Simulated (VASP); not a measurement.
Here is a VASP 6.6.1 calculation.

Contents of INCAR:

```
ALGO = Normal
EDIFF = 1E-7
EDIFFG = -0.005
ENCUT = 600
GGA = PE
IBRION = 2
ISIF = 3
ISMEAR = -1
LASPH = True
LCHARG = False
LREAL = False
LWAVE = False
NELM = 100
NSW = 60
PREC = Accurate
PSTRESS = 1100.0
SIGMA = 0.05
```

Contents of KPOINTS:

```
k-points
0
Gamma
  16 16 14
```

Contents of POSCAR:

```
HfN
1.0
    2.7854479845      0.0000000000      0.0000000000
   -1.3927239923      2.4122687155      0.0000000000
    0.0000000000      0.0000000000      2.7297390248
Hf N
1 1
Direct
    0.0000000000      0.0000000000      0.0000000000
    0.3333333333      0.6666666667      0.5000000000
```

Potentials or basis: VASP PAW PBE potentials, release 64 (Hf_pv, N).

The run is started by

```bash
$ cat potpaw_PBE.64/Hf_pv/POTCAR potpaw_PBE.64/N/POTCAR > POTCAR
$ mpirun -np 1 vasp_std > vasp.out
```

(1) Estimate the relaxed volume.

(2) What does it give for the space group after relaxing (to 0.1 Å)?

(3) Estimate the band gap on the k mesh.

(4) What does it give for the relaxed cell?

## Answers

(1) 9.20 Å³/atom.

(2) P-6m2 (No. 187).

(3) zero (an odd number of electrons rules out a gap without spin polarisation).

(4) a = 2.805 Å, b = 2.805 Å, c = 2.701 Å, α = 90.00°, β = 90.00°, γ = 120.00°.

Caveat: the cell is relaxed towards a set pressure, so the run minimises the enthalpy, not the energy; spin-orbit coupling is left out, which moves the levels of the heavy elements.
